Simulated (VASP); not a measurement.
A run of VASP 6.6.1:

Contents of INCAR:

```
SYSTEM = Sb
PREC = Accurate
ENCUT = 520
EDIFF = 1E-7
ISMEAR = 0
SIGMA = 0.012
LREAL = .FALSE.
LASPH = .TRUE.
NELM = 60
ALGO = Normal
ISIF = 2
LWAVE = .FALSE.
LCHARG = .TRUE.
GGA = PE
LELF = .TRUE.
LVHAR = .TRUE.
NBANDS = 8
```

KPOINTS

```
regular mesh
0
G
  8 8 8
  0 0 0
```

The input POSCAR:

```
Sb
1.0
    3.1600000000      0.0000000000      0.0000000000
    0.0000000000      3.1600000000      0.0000000000
    0.0000000000      0.0000000000      3.1600000000
Sb
1
Direct
    0.0000000000      0.0000000000      0.0000000000
```

Potentials or basis: VASP PAW PBE potentials, release 64 (Sb).

Run with:

```console
$ cat potpaw_PBE.64/Sb/POTCAR > POTCAR
$ mpirun -np 1 vasp_std > vasp.out
```

Hardware: 1 thread of Intel(R) Xeon(R) 6975P-C (Granite Rapids) (shared host).

Q: Estimate the wall time of this run.

A: Wall time 2.9 s on 1 thread of Intel(R) Xeon(R) 6975P-C (Granite Rapids) (shared host), peak memory 0.13 GiB. Counts: scf iterations 11, k points 35.
